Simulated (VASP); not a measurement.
# CdH2O2 (P-3m1) in VASP: further runs, part 2 of 2

VASP 6.6.1. The steps go on from the part before.

## 5. Single point, PBEsol+D3(BJ)

This run uses another cell than the first one, of 9.94 Å³/atom.

Contents of INCAR:

```
SYSTEM = CdH2O2
PREC     = Accurate       ! precision mode
ENCUT    = 520            ! plane-wave cutoff, eV
EDIFF    = 1E-7           ! SCF threshold, eV
ISMEAR   = 0              ! smearing method
SIGMA    = 0.01           ! smearing width, eV
LREAL    = .False.        ! projectors in reciprocal space
LASPH    = .True.         ! aspherical terms in the spheres
NELM     = 60             ! most SCF steps
ALGO     = Normal         ! electronic algorithm
ISIF     = 2              ! what is computed and relaxed
LWAVE    = .False.        ! write WAVECAR
LCHARG   = .False.        ! write CHGCAR
GGA      = PS             ! functional
IVDW     = 12             ! dispersion correction
NBANDS   = 21             ! bands
```

Contents of KPOINTS:

```
Automatic mesh
0
Gamma
  6 6 4
  0 0 0
```

Contents of POSCAR:

```
CdH2O2
1.0
    3.5155260000      0.0000000000      0.0000000000
   -1.7577630000      3.0445350000      0.0000000000
    0.0000000000      0.0000000000      4.6429790000
Cd H O
1 2 2
Direct
    0.0000000000      0.0000000000      0.0000000000
    0.6666666667      0.3333333333      0.5509610000
    0.3333333333      0.6666666667      0.4490390000
    0.6666666667      0.3333333333      0.7593720000
    0.3333333333      0.6666666667      0.2406280000
```

Potentials or basis: VASP PAW PBE potentials, release 64 (Cd, H, O).

On the command line:

```bash
$ cat potpaw_PBE.64/Cd/POTCAR potpaw_PBE.64/H/POTCAR potpaw_PBE.64/O/POTCAR > POTCAR
$ mpirun -np 1 vasp_std > vasp.out
```

OUTCAR:

```text
SYSTEM = CdH2O2
   PREC = Accurate
   ENCUT = 520
   EDIFF = 1E-7
   ISMEAR = 0
   LREAL = .False.
   LASPH = .True.
   NELM = 60
   ISIF = 2
   GGA = PS
   IVDW = 12
 IVDW          = 12

 ion  position               nearest neighbor table
   1  0.000  0.000  0.000-   4 2.32   5 2.32   4 2.32   5 2.32   4 2.32   5 2.32
   2  0.667  0.333  0.551-   4 0.97
   3  0.333  0.667  0.449-   5 0.97
   4  0.667  0.333  0.759-   2 0.97   1 2.32   1 2.32   1 2.32
   5  0.333  0.667  0.241-   3 0.97   1 2.32   1 2.32   1 2.32

  LATTYP: Found a hexagonal cell.
 ALAT       =     3.5155260000
 C/A-ratio  =     1.3207067733

  Lattice vectors:

 A1 = (   3.5155260000,   0.0000000000,   0.0000000000)
 A2 = (  -1.7577630000,   3.0445350000,   0.0000000000)
 A3 = (   0.0000000000,   0.0000000000,   4.6429790000)

Analysis of symmetry for initial positions (statically):
=====================================================================
 Subroutine PRICEL returns:
 Original cell was already a primitive cell.

 Routine SETGRP: Setting up the symmetry group for a
 hexagonal supercell.

 Subroutine GETGRP returns: Found 12 space group operations
 (whereof 12 operations were pure point group operations)
 out of a pool of 24 trial point group operations.

The static configuration has the point symmetry D_3d.

Analysis of symmetry for dynamics (positions and initial velocities):
=====================================================================
 Subroutine PRICEL returns:
 Original cell was already a primitive cell.

 Routine SETGRP: Setting up the symmetry group for a
 hexagonal supercell.

 Subroutine GETGRP returns: Found 12 space group operations
[... 122 lines left out ...]
   EFERMI =   0.00;   METHOD = LEGACY
   ISMEAR =     0;   SIGMA  =   0.01  broadening in eV -4-tet -1-fermi 0-gaus
   EFERMI_NEDOS =   21; number of points for ismear=-14 and -15
   IALGO  =     38    algorithm
   IMIX   =      4    mixing-type and parameters
     AMIX     =   0.40;   BMIX     =  1.00
     AMIX_MAG =   1.60;   BMIX_MAG =  1.00
  volume/ion in A,a.u.               =       9.94        67.07
  Fermi-wavevector in a.u.,A,eV,Ry     =   1.319157  2.492846 23.676535  1.740176
  Thomas-Fermi vector in A             =   2.449076
   LORBIT       =      0    0 simple, 1 ext, 2 COOP (PROOUT), +10 PAW based schemes
   GGA     = PS    functional components
   LHFCALC =     F    Hartree Fock is set to
   AEXX    =    0.0000 exact exchange contribution
   IVDW    =    12    specifies the selected vdW correction
   LEPSILON=     F    determine dielectric tensor
   LRPA    =     F    only Hartree local field effects (RPA)
 non-spin polarized calculation
 Gauss-broadening in eV      SIGMA  =   0.01
  energy-cutoff  :      520.00
  volume of cell :       49.69
 maximum number of plane-waves:      1385
 NGX is ok and might be reduce to    28
   NGX = 13   NGY = 13   NGZ = 17

 number of electron      25.9999986 magnetization

 Free energy of the ion-electron system (eV)
  ---------------------------------------------------
  ext. energy  EPLUGINS =         0.00000000
  ---------------------------------------------------
  free energy    TOTEN  =       -23.46922145 eV

  energy without entropy =      -23.46922145  energy(sigma->0) =      -23.46922145

 E-fermi :   0.0170     XC(G=0): -10.2201

 val. band max:       -0.1182107924   @ k =   0.5000   0.0000   0.0000
 cond. band min:       1.4854256656   @ k =   0.0000   0.0000   0.0000
 fundamental gap:      1.6036364581
 Fermi energy:         0.0170210606

 k-point     1 :       0.0000    0.0000    0.0000
  band No.  band energies     occupation
      1     -18.6281      2.00000
      2     -17.6013      2.00000
      3      -7.7472      2.00000
      4      -6.5105      2.00000
      5      -6.5105      2.00000
      6      -5.7599      2.00000
[... 565 lines left out ...]
     20      16.2260      0.00000
     21      16.8404      0.00000

------------------------ aborting loop because EDIFF is reached ----------------------------------------

 Edisp (eV)   -0.50086

 E8    (eV) :    -0.2798

  FORCE on cell =-STRESS in cart. coord.  units (eV):
  Direction    XX          YY          ZZ          XY          YZ          ZX
  --------------------------------------------------------------------------------------
  -------------------------------------------------------------------------------------
  Total      -0.78848    -0.78848     0.26510     0.00000     0.00000     0.00000
  in kB     -25.42098   -25.42098     8.54709     0.00000     0.00000     0.00000
  external pressure =      -14.10 kB  Pullay stress =        0.00 kB

 VOLUME and BASIS-vectors are now :
 -----------------------------------------------------------------------------
  energy-cutoff  :      520.00
  volume of cell :       49.69
      direct lattice vectors                 reciprocal lattice vectors
     3.515526000  0.000000000  0.000000000     0.284452455  0.164228692  0.000000000
    -1.757763000  3.044535000  0.000000000     0.000000000  0.328457383  0.000000000
     0.000000000  0.000000000  4.642979000     0.000000000  0.000000000  0.215378963

 POSITION                                       TOTAL-FORCE (eV/Angst)
 -----------------------------------------------------------------------------------
      0.00000      0.00000      0.00000        -0.000000      0.000000     -0.000000
      1.75776      1.01484      2.55810        -0.000000     -0.000000     -0.623049
     -0.00000      2.02969      2.08488        -0.000000      0.000000      0.623049
      1.75776      1.01484      3.52575         0.000000     -0.000000      0.711120
     -0.00000      2.02969      1.11723        -0.000000      0.000000     -0.711120
 -----------------------------------------------------------------------------------
    total drift:                                0.000000     -0.000000      0.000000

  FREE ENERGIE OF THE ION-ELECTRON SYSTEM (eV)
  ---------------------------------------------------
  free  energy   TOTEN  =       -23.9700774377 eV

  energy  without entropy=      -23.9700774377  energy(sigma->0) =      -23.97007744
```

OSZICAR:

```text
N       E                     dE             d eps       ncg     rms          rms(c)
DAV:   1     0.173168045367E+03    0.17317E+03   -0.14460E+04  1024   0.120E+03
DAV:   2    -0.172931147737E+02   -0.19046E+03   -0.18236E+03  1138   0.310E+02
DAV:   3    -0.266072588739E+02   -0.93141E+01   -0.92802E+01  1181   0.745E+01
DAV:   4    -0.266536666059E+02   -0.46408E-01   -0.46403E-01  1043   0.555E+00
DAV:   5    -0.266538586271E+02   -0.19202E-03   -0.19202E-03  1168   0.326E-01    0.125E+01
DAV:   6    -0.234535879371E+02    0.32003E+01   -0.84297E+00  1233   0.411E+01    0.869E+00
DAV:   7    -0.235096915753E+02   -0.56104E-01   -0.13669E+00  1038   0.946E+00    0.504E+00
DAV:   8    -0.234836213259E+02    0.26070E-01   -0.24100E-01  1083   0.372E+00    0.968E-01
DAV:   9    -0.234688260151E+02    0.14795E-01   -0.55973E-02  1123   0.198E+00    0.184E-01
DAV:  10    -0.234691418690E+02   -0.31585E-03   -0.79985E-03  1063   0.868E-01    0.106E-01
DAV:  11    -0.234691947112E+02   -0.52842E-04   -0.38962E-04  1048   0.257E-01    0.549E-02
DAV:  12    -0.234692158011E+02   -0.21090E-04   -0.13790E-04  1033   0.889E-02    0.236E-02
DAV:  13    -0.234692207666E+02   -0.49655E-05   -0.82721E-06  1073   0.247E-02    0.695E-03
DAV:  14    -0.234692214596E+02   -0.69303E-06   -0.14310E-06  1053   0.967E-03    0.266E-03
DAV:  15    -0.234692214515E+02    0.80900E-08   -0.11472E-07   906   0.273E-03
   1 F= -.23970077E+02 E0= -.23970077E+02  d E =-.444540E-83
```

stdout:

```text
POSCAR found type information on POSCAR CdH O
 POSCAR found :  3 types and       5 ions
 scaLAPACK will be used
 -----------------------------------------------------------------------------
|                                                                             |
|                                                                             |
|     You enforced a specific xc type in the INCAR file but a different       |
|     I HOPE YOU KNOW WHAT YOU ARE DOING!                                     |
|                                                                             |
 -----------------------------------------------------------------------------

 LDA part: xc-table for (Slater+PW92), standard interpolation
 POSCAR, INCAR and KPOINTS ok, starting setup
 FFT: planning ... GRIDC
 FFT: planning ... GRID_SOFT
 FFT: planning ... GRID
 WAVECAR not read
 entering main loop
```

Wall time 35 s (1 thread of AMD EPYC 7R13, shared host); peak memory 0.17 GiB.

What came out:

- Free energy: -23.9701 eV
- Pressure: -1.4 GPa
- Largest force: 0.711 eV/Å
- Band gap on the k mesh: 1.60 eV (least direct gap 1.95 eV)
- Dispersion energy per atom: -0.100 eV

Forces on the atoms (eV/Å):
```
Cd   0.000  0.000  0.000
H    0.000  0.000 -0.623
H    0.000  0.000  0.623
O    0.000  0.000  0.711
O    0.000  0.000 -0.711
```

Caveat: the PAW data sets were made with another functional, which shifts forces and pressure a little.

## 6. Summary

| cell | gap on the mesh (eV) | pressure (GPa) | largest force (eV/Å) |
| --- | --- | --- | --- |
| a = 3.419, b = 3.419, c = 4.516 Å, angles 90.0, 90.0, 120.0°, 5 atoms | 1.82 | 10.0 | 2.08 |
| a = 3.452, b = 3.452, c = 4.559 Å, angles 90.0, 90.0, 120.0°, 5 atoms | 1.75 | 5.6 | 1.55 |
| a = 3.484, b = 3.484, c = 4.601 Å, angles 90.0, 90.0, 120.0°, 5 atoms | 1.67 | 1.8 | 1.07 |
| a = 3.516, b = 3.516, c = 4.643 Å, angles 90.0, 90.0, 120.0°, 5 atoms | 1.60 | -1.4 | 0.71 |

Alike in all rows: task single point; level PBEsol+D3(BJ); potentials or basis VASP PAW PBE potentials, release 64 (Cd, H, O); no spin polarisation; k mesh 6 × 6 × 4; cutoff (eV) 520; smearing gaussian 0.01 eV.

Caveats: the PAW data sets were made with another functional, which shifts forces and pressure a little; the cell stands under pressure (at least some runs).

Total energies depend on the potentials used, so only differences within one code and one set of settings carry meaning.
